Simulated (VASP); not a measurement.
Input of a VASP 6.6.1 run:

POSCAR

```
Ir
1.0
    0.0000000000      1.7589449499      2.2866284348
    1.7589449499      0.0000000000      2.2866284348
    1.7589449499      1.7589449499      0.0000000000
Ir
1
Direct
    0.0000000000      0.0000000000      0.0000000000
```

Contents of INCAR.step1:

```
SYSTEM = Ir
ALGO = Normal
EDIFF = 1E-4
ENCUT = 520
GGA = PE
ISMEAR = 0
LASPH = .True.
LCHARG = .False.
LREAL = .False.
LWAVE = .True.
NBANDS = 10
NELM = 100
PREC = Accurate
SIGMA = 0.15
```

The input INCAR.step2:

```
SYSTEM = Ir
ALGO = Normal
EDIFF = 1E-6
ENCUT = 520
ISIF = 2
ISMEAR = 0
ISTART = 1
LASPH = .True.
LCHARG = .False.
LMIXTAU = .True.
LREAL = .False.
LWAVE = .False.
METAGGA = R2SCAN
NBANDS = 10
NELM = 100
PREC = Accurate
SIGMA = 0.15
```

KPOINTS

```
k-points
0
Gamma
  24 24 24
  0 0 0
```

Potentials or basis: VASP PAW PBE potentials, release 64 (Ir).

Run with:

```bash
$ cat potpaw_PBE.64/Ir/POTCAR > POTCAR
$ cp INCAR.step1 INCAR
$ mpirun -np 1 vasp_std > vasp.out
$ cp INCAR.step2 INCAR
$ mpirun -np 1 vasp_std > vasp.out
```

(1) What does it give for the pressure?

Answers

(1) 23.4 GPa.

Caveat: the PAW data sets were made with another functional, which shifts forces and pressure a little.
